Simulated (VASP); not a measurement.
A run of VASP 6.6.1 is set up as follows.

INCAR

```
SYSTEM = AgI
ALGO = Normal ; EDIFF = 1E-8
ENCUT = 500 ; GGA = PS
GGA_COMPAT = .FALSE. ; IBRION = 8
ISIF = 2 ; ISMEAR = 0
LASPH = .TRUE. ; LCHARG = .FALSE.
LREAL = .FALSE. ; LWAVE = .FALSE.
NBANDS = 16 ; NELM = 120
NSW = 1 ; PREC = Accurate
SIGMA = 0.01
```

Contents of KPOINTS:

```
k-points
0
G
  6 6 6
  0 0 0
```

File POSCAR:

```
AgI
1.0
    0.0000000000      3.2250452494      3.2250452494
    3.2250452494      0.0000000000      3.2250452494
    3.2250452494      3.2250452494      0.0000000000
Ag I
1 1
Direct
    0.0000000000      0.0000000000      0.0000000000
    0.7500000000      0.7500000000      0.7500000000
```

Potentials or basis: VASP PAW PBE potentials, release 64 (Ag, I).

The run is started by

```console
$ cat potpaw_PBE.64/Ag/POTCAR potpaw_PBE.64/I/POTCAR > POTCAR
$ mpirun -np 1 vasp_std > vasp.out
```

Q: Estimate the highest phonon frequency at Γ, LO-TO splitting left out.

A: 106 cm⁻¹.

Phonon frequencies in cm⁻¹ (negative: imaginary):
```tsv
q point	frequencies
(0.000, 0.000, 0.000)	0 0 0 106 106 106
```
